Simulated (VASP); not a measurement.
# Ru (Pm-3m) in VASP: notebook

Ru is run at these levels: LDA; tasks: single point.

All numbers are computed with VASP 6.6.1; they aren't measurements. Logs are shortened: lines on timing, memory, paths and dates and some standing lists are left out, and cuts for length are marked.

## 1. The cell of the first run

It takes space group Pm-3m (No. 221, cubic). Conventional cell: a = 2.464 Å, b = 2.464 Å, c = 2.464 Å, α = 90.00°, β = 90.00°, γ = 90.00°. Within 3.3 Å of Ru (site symmetry m-3m) lie 6 Ru at 2.46 Å.

## 2. Single point, LDA

Input file INCAR:

```
SYSTEM = Ru
PREC = Accurate
ENCUT = 520
EDIFF = 1E-7
ISMEAR = -1
SIGMA = 0.1
LREAL = .False.
LASPH = .True.
NELM = 100
ALGO = Normal
ISIF = 2
LWAVE = .False.
LCHARG = .False.
GGA = CA
NBANDS = 13
```

Input file KPOINTS:

```
regular mesh
0
Gamma
  14 14 14
  0 0 0
```

Input file POSCAR:

```
Ru
1.0
    2.4642137828      0.0000000000      0.0000000000
    0.0000000000      2.4642137828      0.0000000000
    0.0000000000      0.0000000000      2.4642137828
Ru
1
Direct
    0.0000000000      0.0000000000      0.0000000000
```

Potentials or basis: VASP PAW LDA potentials, release 64 (Ru_pv).

Run with:

```sh
cat potpaw_LDA.64/Ru_pv/POTCAR > POTCAR
mpirun -np 1 vasp_std > vasp.out
```

OUTCAR:

```text
SYSTEM = Ru
   PREC = Accurate
   ENCUT = 520
   EDIFF = 1E-7
   ISMEAR = -1
   LREAL = .False.
   LASPH = .True.
   NELM = 100
   ISIF = 2
   GGA = CA

 ion  position               nearest neighbor table
   1  0.000  0.000  0.000-

  LATTYP: Found a simple cubic cell.
 ALAT       =     2.4642137828

  Lattice vectors:

 A1 = (   2.4642137828,   0.0000000000,   0.0000000000)
 A2 = (   0.0000000000,   2.4642137828,   0.0000000000)
 A3 = (   0.0000000000,   0.0000000000,   2.4642137828)

Analysis of symmetry for initial positions (statically):
=====================================================================
 Subroutine PRICEL returns:
 Original cell was already a primitive cell.

 Routine SETGRP: Setting up the symmetry group for a
 simple cubic supercell.

 Subroutine GETGRP returns: Found 48 space group operations
 (whereof 48 operations were pure point group operations)
 out of a pool of 48 trial point group operations.

The static configuration has the point symmetry O_h .

Analysis of symmetry for dynamics (positions and initial velocities):
=====================================================================
 Subroutine PRICEL returns:
 Original cell was already a primitive cell.

 Routine SETGRP: Setting up the symmetry group for a
 simple cubic supercell.

 Subroutine GETGRP returns: Found 48 space group operations
 (whereof 48 operations were pure point group operations)
 out of a pool of 48 trial point group operations.

The dynamic configuration has the point symmetry O_h .

 Subroutine INISYM returns: Found 48 space group operations
 (whereof 48 operations are pure point group operations),
 and found     1 'primitive' translations

----------------------------------------------------------------------------------------

                                     Primitive cell

  volume of cell :      14.9636

  direct lattice vectors                    reciprocal lattice vectors
     2.464213783  0.000000000  0.000000000     0.405808947  0.000000000  0.000000000
     0.000000000  2.464213783  0.000000000     0.000000000  0.405808947  0.000000000
     0.000000000  0.000000000  2.464213783     0.000000000  0.000000000  0.405808947

  length of vectors
     2.464213783  2.464213783  2.464213783     0.405808947  0.405808947  0.405808947

  position of ions in fractional coordinates (direct lattice)
     0.000000000  0.000000000  0.000000000

[... 75 lines left out ...]
   EDIFF  = 0.1E-06   stopping-criterion for ELM
   LREAL  =      F    real-space projection
   EDIFFG = 0.1E-05   stopping-criterion for IOM
   NSW    =      0    number of steps for IOM
   IBRION =     -1    ionic relax: 0-MD 1-quasi-New 2-CG
   NFREE  =      0    steps in history (QN), initial steepest desc. (CG)
   ISIF   =      2    stress and relaxation
   ISYM   =      2    0-nonsym 1-usesym 2-fastsym
   POTIM  = 0.5000    time-step for ionic-motion
   TEBEG  =    0.0;   TEEND  =   0.0 temperature during run
   PSTRESS=    0.0 pullay stress
   NELECT =      14.0000    total number of electrons
   NUPDOWN=      -1.0000    fix difference up-down
   EMIN   =  10.00;   EMAX   =-10.00  energy-range for DOS
   EFERMI =   0.00;   METHOD = LEGACY
   ISMEAR =    -1;   SIGMA  =   0.10  broadening in eV -4-tet -1-fermi 0-gaus
   EFERMI_NEDOS =   21; number of points for ismear=-14 and -15
   IALGO  =     38    algorithm
   IMIX   =      4    mixing-type and parameters
     AMIX     =   0.40;   BMIX     =  1.00
     AMIX_MAG =   1.60;   BMIX_MAG =  1.00
  volume/ion in A,a.u.               =      14.96       100.98
  Fermi-wavevector in a.u.,A,eV,Ry     =   1.601176  3.025784 34.882144  2.563765
  Thomas-Fermi vector in A             =   2.698196
   LORBIT       =      0    0 simple, 1 ext, 2 COOP (PROOUT), +10 PAW based schemes
   GGA     = CA    functional components
   LHFCALC =     F    Hartree Fock is set to
   AEXX    =    0.0000 exact exchange contribution
   IVDW    =     0    specifies the selected vdW correction
   LEPSILON=     F    determine dielectric tensor
   LRPA    =     F    only Hartree local field effects (RPA)
 non-spin polarized calculation
  energy-cutoff  :      520.00
  volume of cell :       14.96
 maximum number of plane-waves:       432
   NGX =  9   NGY =  9   NGZ =  9

 number of electron      14.0000002 magnetization

 Free energy of the ion-electron system (eV)
  ---------------------------------------------------
  ext. energy  EPLUGINS =         0.00000000
  ---------------------------------------------------
  free energy    TOTEN  =        -9.49234612 eV

  energy without entropy =       -9.44375824  energy(sigma->0) =       -9.46805218

 E-fermi :  11.2533     XC(G=0): -13.6324

 val. band max:       11.2438209420   @ k =   0.5000   0.2143   0.2143
 cond. band min:      11.3049862952   @ k =   0.2857   0.2143   0.0000
 fundamental gap:      0.0611653531
 Fermi energy:        11.2533247626

 k-point     1 :       0.0000    0.0000    0.0000
  band No.  band energies     occupation
      1     -30.9668      2.00000
      2     -30.9668      2.00000
      3     -30.9668      2.00000
      4       3.7527      2.00000
      5       5.4923      2.00000
      6       5.4923      2.00000
      7      13.0511      0.00000
      8      13.0511      0.00000
      9      13.0511      0.00000
     10      21.6715      0.00000
     11      28.2258      0.00000
     12      28.2258      0.00000
     13      28.2258      0.00000
[... 354 lines left out ...]
  band No.  band energies     occupation
      1     -31.9428      2.00000
      2     -31.3645      2.00000
      3     -30.8316      2.00000
      4       6.4014      2.00000
      5       7.0757      2.00000
      6       8.8135      2.00000
      7      10.8169      1.97487
      8      12.0973      0.00043
      9      12.1270      0.00032
     10      21.0638      0.00000
     11      21.6734      0.00000
     12      27.2748      0.00000
     13      30.4405      0.00000

 [... further k-points ...]
[... 5 lines left out ...]
  --------------------------------------------------------------------------------------
  -------------------------------------------------------------------------------------
  Total        0.1036429      0.1036429      0.1036429      0.0000000      0.0000000      0.0000000
  in kB       11.0972379     11.0972379     11.0972379      0.0000000      0.0000000      0.0000000
  external PRESSURE =      11.0972379 kB  Pullay stress =       0.0000000 kB

 VOLUME and BASIS-vectors are now :
 -----------------------------------------------------------------------------
  energy-cutoff  :      520.00
  volume of cell :       14.96
      direct lattice vectors                 reciprocal lattice vectors
     2.464213783  0.000000000  0.000000000     0.405808947  0.000000000  0.000000000
     0.000000000  2.464213783  0.000000000     0.000000000  0.405808947  0.000000000
     0.000000000  0.000000000  2.464213783     0.000000000  0.000000000  0.405808947

 POSITION                                       TOTAL-FORCE (eV/Angst)
 -----------------------------------------------------------------------------------
      0.00000      0.00000      0.00000         0.000000      0.000000      0.000000
 -----------------------------------------------------------------------------------
    total drift:                                0.000000      0.000000      0.000000

  FREE ENERGIE OF THE ION-ELECTRON SYSTEM (eV)
  ---------------------------------------------------
  free  energy   TOTEN  =        -9.4923461240 eV

  energy  without entropy=       -9.4437582369  energy(sigma->0) =       -9.46805218
```

It took 18 s on 1 thread of Intel Xeon 8259CL, shared host; peak memory 0.13 GiB.

Results:

```
Free energy            : -9.4923 eV
Pressure               : 1.1 GPa
Band gap on the k mesh : zero (band 7 reaches 15.33 eV, above the bottom of band 8 at 10.45 eV)
```

## 3. Single point, LDA (volume scaled by 1.04)

Input file INCAR:

```
PREC     = Accurate       # precision mode
ENCUT    = 520            # plane-wave cutoff, eV
EDIFF    = 1E-6           # SCF threshold, eV
ISMEAR   = -1             # smearing method
SIGMA    = 0.1            # smearing width, eV
LREAL    = False          # projectors in reciprocal space
LASPH    = True           # aspherical terms in the spheres
NELM     = 60             # most SCF steps
ALGO     = Normal         # electronic algorithm
ISIF     = 2              # what is computed and relaxed
LWAVE    = False          # write WAVECAR
LCHARG   = False          # write CHGCAR
GGA      = CA             # functional
NBANDS   = 13             # bands
```

Input file KPOINTS:

```
regular mesh
0
Gamma
  14 14 14
```

Input file POSCAR:

```
Ru
1.0
    2.4966413671      0.0000000000      0.0000000000
    0.0000000000      2.4966413671      0.0000000000
    0.0000000000      0.0000000000      2.4966413671
Ru
1
Direct
    0.0000000000      0.0000000000      0.0000000000
```

Potentials or basis: VASP PAW LDA potentials, release 64 (Ru_pv).

Run with:

```sh
cat potpaw_LDA.64/Ru_pv/POTCAR > POTCAR
mpirun -np 1 vasp_std > vasp.out
```

OUTCAR:

```text
PREC = Accurate
   ENCUT = 520
   EDIFF = 1E-6
   ISMEAR = -1
   LREAL = False
   LASPH = True
   NELM = 60
   ISIF = 2
   GGA = CA

 ion  position               nearest neighbor table
   1  0.000  0.000  0.000-

  LATTYP: Found a simple cubic cell.
 ALAT       =     2.4966413671

  Lattice vectors:

 A1 = (   2.4966413671,   0.0000000000,   0.0000000000)
 A2 = (   0.0000000000,   2.4966413671,   0.0000000000)
 A3 = (   0.0000000000,   0.0000000000,   2.4966413671)

Analysis of symmetry for initial positions (statically):
=====================================================================
 Subroutine PRICEL returns:
 Original cell was already a primitive cell.

 Routine SETGRP: Setting up the symmetry group for a
 simple cubic supercell.

 Subroutine GETGRP returns: Found 48 space group operations
 (whereof 48 operations were pure point group operations)
 out of a pool of 48 trial point group operations.

The static configuration has the point symmetry O_h .

Analysis of symmetry for dynamics (positions and initial velocities):
=====================================================================
 Subroutine PRICEL returns:
 Original cell was already a primitive cell.

 Routine SETGRP: Setting up the symmetry group for a
 simple cubic supercell.

 Subroutine GETGRP returns: Found 48 space group operations
 (whereof 48 operations were pure point group operations)
 out of a pool of 48 trial point group operations.

The dynamic configuration has the point symmetry O_h .

 Subroutine INISYM returns: Found 48 space group operations
 (whereof 48 operations are pure point group operations),
 and found     1 'primitive' translations

----------------------------------------------------------------------------------------

                                     Primitive cell
[... 107 lines left out ...]
   IMIX   =      4    mixing-type and parameters
     AMIX     =   0.40;   BMIX     =  1.00
     AMIX_MAG =   1.60;   BMIX_MAG =  1.00
  volume/ion in A,a.u.               =      15.56       105.02
  Fermi-wavevector in a.u.,A,eV,Ry     =   1.580379  2.986484 33.981896  2.497599
  Thomas-Fermi vector in A             =   2.680616
   LORBIT       =      0    0 simple, 1 ext, 2 COOP (PROOUT), +10 PAW based schemes
   GGA     = CA    functional components
   LHFCALC =     F    Hartree Fock is set to
   AEXX    =    0.0000 exact exchange contribution
   IVDW    =     0    specifies the selected vdW correction
   LEPSILON=     F    determine dielectric tensor
   LRPA    =     F    only Hartree local field effects (RPA)
 non-spin polarized calculation
  energy-cutoff  :      520.00
  volume of cell :       15.56
 maximum number of plane-waves:       437
 NGX is ok and might be reduce to    20
   NGX =  9   NGY =  9   NGZ =  9

 number of electron      13.9999994 magnetization

 Free energy of the ion-electron system (eV)
  ---------------------------------------------------
  ext. energy  EPLUGINS =         0.00000000
  ---------------------------------------------------
  free energy    TOTEN  =        -9.47839261 eV

  energy without entropy =       -9.42694640  energy(sigma->0) =       -9.45266951

 E-fermi :  10.5891     XC(G=0): -13.4023

 val. band max:       10.5784001738   @ k =   0.5000   0.2143   0.2143
 cond. band min:      10.5911256331   @ k =   0.2143   0.2143   0.1429
 fundamental gap:      0.0127254592
 Fermi energy:        10.5890997080

 k-point     1 :       0.0000    0.0000    0.0000
  band No.  band energies     occupation
      1     -31.6091      2.00000
      2     -31.6091      2.00000
      3     -31.6091      2.00000
      4       3.3247      2.00000
      5       5.1319      2.00000
      6       5.1319      2.00000
      7      12.2784      0.00000
      8      12.2784      0.00000
      9      12.2784      0.00000
     10      21.0439      0.00000
     11      27.2645      0.00000
     12      27.2645      0.00000
     13      27.2645      0.00000
[... 354 lines left out ...]
  band No.  band energies     occupation
      1     -32.4747      2.00000
      2     -31.9618      2.00000
      3     -31.4901      2.00000
      4       5.9568      2.00000
      5       6.6391      2.00000
      6       8.2577      2.00000
      7      10.1860      1.96509
      8      11.3911      0.00066
      9      11.4148      0.00052
     10      20.1082      0.00000
     11      21.0450      0.00000
     12      26.2627      0.00000
     13      29.5636      0.00000

 [... further k-points ...]
[... 5 lines left out ...]
  --------------------------------------------------------------------------------------
  -------------------------------------------------------------------------------------
  Total       -0.8211137     -0.8211137     -0.8211137      0.0000000      0.0000000     -0.0000000
  in kB      -84.5367162    -84.5367162    -84.5367162      0.0000000      0.0000000     -0.0000000
  external PRESSURE =     -84.5367162 kB  Pullay stress =       0.0000000 kB

 VOLUME and BASIS-vectors are now :
 -----------------------------------------------------------------------------
  energy-cutoff  :      520.00
  volume of cell :       15.56
      direct lattice vectors                 reciprocal lattice vectors
     2.496641367  0.000000000  0.000000000     0.400538104  0.000000000  0.000000000
     0.000000000  2.496641367  0.000000000     0.000000000  0.400538104  0.000000000
     0.000000000  0.000000000  2.496641367     0.000000000  0.000000000  0.400538104

 POSITION                                       TOTAL-FORCE (eV/Angst)
 -----------------------------------------------------------------------------------
      0.00000      0.00000      0.00000         0.000000      0.000000      0.000000
 -----------------------------------------------------------------------------------
    total drift:                               -0.000000      0.000000      0.000000

  FREE ENERGIE OF THE ION-ELECTRON SYSTEM (eV)
  ---------------------------------------------------
  free  energy   TOTEN  =        -9.4783926106 eV

  energy  without entropy=       -9.4269464039  energy(sigma->0) =       -9.45266951
```

OSZICAR:

```text
N       E                     dE             d eps       ncg     rms          rms(c)
DAV:   1     0.110561854250E+03    0.11056E+03   -0.85029E+03  3149   0.113E+03
DAV:   2    -0.857849656349E+01   -0.11914E+03   -0.11411E+03  3450   0.324E+02
DAV:   3    -0.990379249010E+01   -0.13253E+01   -0.13205E+01  3595   0.383E+01
DAV:   4    -0.990811498570E+01   -0.43225E-02   -0.43224E-02  3440   0.234E+00
DAV:   5    -0.990814697087E+01   -0.31985E-04   -0.31987E-04  3550   0.184E-01    0.108E+01
DAV:   6    -0.950179590505E+01    0.40635E+00   -0.78368E-01  3195   0.107E+01    0.341E+00
DAV:   7    -0.948161989727E+01    0.20176E-01   -0.30338E-02  3370   0.182E+00    0.129E+00
DAV:   8    -0.947855746857E+01    0.30624E-02   -0.38438E-03  3240   0.791E-01    0.179E-01
DAV:   9    -0.947839031575E+01    0.16715E-03   -0.94134E-05  3370   0.130E-01    0.200E-02
DAV:  10    -0.947839264520E+01   -0.23294E-05   -0.32515E-06  3364   0.204E-02    0.150E-03
DAV:  11    -0.947839261063E+01    0.34567E-07   -0.17631E-07  1635   0.551E-03
   1 F= -.94783926E+01 E0= -.94526695E+01  d E =-.514462E-01
```

stdout:

```text
POSCAR found type information on POSCAR Ru
 POSCAR found :  1 types and       1 ions
 scaLAPACK will be used
 LDA part: xc-table for (Slater(with rela. corr.)+CA(PZ))
 , standard interpolation
 POSCAR, INCAR and KPOINTS ok, starting setup
 FFT: planning ... GRIDC
 FFT: planning ... GRID_SOFT
 FFT: planning ... GRID
 WAVECAR not read
 entering main loop
```

Wall time 22 s (1 thread of Intel Xeon 8259CL, shared host); peak memory 0.13 GiB.

What came out:

```
Free energy            : -9.4784 eV
Pressure               : -8.5 GPa
Band gap on the k mesh : zero (band 7 reaches 14.43 eV, above the bottom of band 8 at 9.82 eV)
```

Levels at points of the mesh, in eV from the Fermi level:
```
           k point  band 3  band 4  band 5  band 6  band 7  band 8  band 9  band 10  band 11  band 12
(0.00, 0.00, 0.00)  -42.20   -7.26   -5.46   -5.46    1.69    1.69    1.69    10.45    16.68    16.68
(0.50, 0.00, 0.00)  -42.10   -4.69   -4.55   -1.01   -1.01   -0.26    1.96     7.49    10.46    16.40
(0.50, 0.50, 0.00)  -42.00   -6.21   -3.67   -0.48   -0.48    3.66    5.69     5.69    10.45    14.06
(0.50, 0.50, 0.50)  -43.03   -4.83   -4.83   -4.83    3.84    3.84    9.17    10.45    12.71    12.71
```

(Part 1 of 2 ends here.)
